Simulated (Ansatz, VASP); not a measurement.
**One calculation of Bi3S, two programs**

File INCAR:

```
SYSTEM = Bi3S
PREC     = Accurate       ! precision mode
ENCUT    = 600            ! plane-wave cutoff, eV
EDIFF    = 1E-7           ! SCF threshold, eV
ISMEAR   = 0              ! smearing method
SIGMA    = 0.1            ! smearing width, eV
LREAL    = .FALSE.        ! projectors in reciprocal space
LASPH    = .TRUE.         ! aspherical terms in the spheres
NELM     = 100            ! most SCF steps
ALGO     = Normal         ! electronic algorithm
ISIF     = 3              ! what is computed and relaxed
LWAVE    = .FALSE.        ! write WAVECAR
LCHARG   = .FALSE.        ! write CHGCAR
GGA      = PE             ! functional
IBRION   = 2              ! ionic algorithm
NSW      = 90             ! ionic steps
EDIFFG   = -0.04          ! ionic threshold
```

Contents of KPOINTS:

```
regular mesh
0
G
  6 6 2
  0 0 0
```

POSCAR

```
Bi3S
1.0
    3.6518932238      0.0000000000      0.0000000000
    0.0000000000      3.6518932238      0.0000000000
    0.0000000000      0.0000000000      8.1964956326
Bi S
3 1
Direct
    0.0000000000      0.0000000000      0.7077766796
    0.0000000000      0.0000000000      0.2922233204
    0.5000000000      0.5000000000      0.0000000000
    0.5000000000      0.5000000000      0.5000000000
```

Input for Ansatz:

```yaml
crystal:
  lattice:
    - [3.6518932238, 0.0, 0.0]
    - [0.0, 3.6518932238, 0.0]
    - [0.0, 0.0, 8.1964956326]
  atoms:
    - { symbol: Bi, position: [0.0, 0.0, 0.7077766796] }
    - { symbol: Bi, position: [0.0, 0.0, 0.2922233204] }
    - { symbol: Bi, position: [0.5, 0.5, 0.0] }
    - { symbol: S, position: [0.5, 0.5, 0.5] }
basis:
  ecutwfc: 420
kpoints:
  mp_grid: { grid: [6, 6, 2] }
hamiltonian:
  xc: pbe
scf:
  occupations: { method: gaussian, width: 0.1 }
  lower_state_search: "off"
output:
  forces: true
  stress: true
  eigenvalues: true
relax:
  adjacent_minimum: "off"
  f_tol: 0.04
  max_steps: 70
  cell: { stress_tol: 0.4 }
```

Change from the starting cell: species swapped into the MnFe3 type (P4/mmm, No. 123).

Alike in both runs: task relaxation of cell and atoms; functional PBE; k mesh 6 × 6 × 2; occupations gaussian, width 0.1 eV; no spin polarisation.

```csv
,VASP,Ansatz
version,VASP 6.6.1,Ansatz 0.2.0
potentials or method,"VASP PAW PBE potentials, release 64 (Bi_d, S), cutoff 600 eV","scalar-relativistic, plane waves, PAW"
valence electrons in the cell,51,51
```

|  | VASP | Ansatz | Ansatz less VASP |
| --- | --- | --- | --- |
| gap on the k mesh at the Fermi level, each at its own relaxed structure (eV) | none | none | - |
| relaxed volume (Å³/atom) | 27.51 | 27.49 | -0.021 |
| relaxed cell length with the largest relative difference (Å) | 7.946 | 7.898 | -0.0485 |

A gap of «none» marks a metal or a gap that the smearing closes.

The k mesh is coarse, so the values compare programs but aren't converged. Spin-orbit coupling is off throughout.
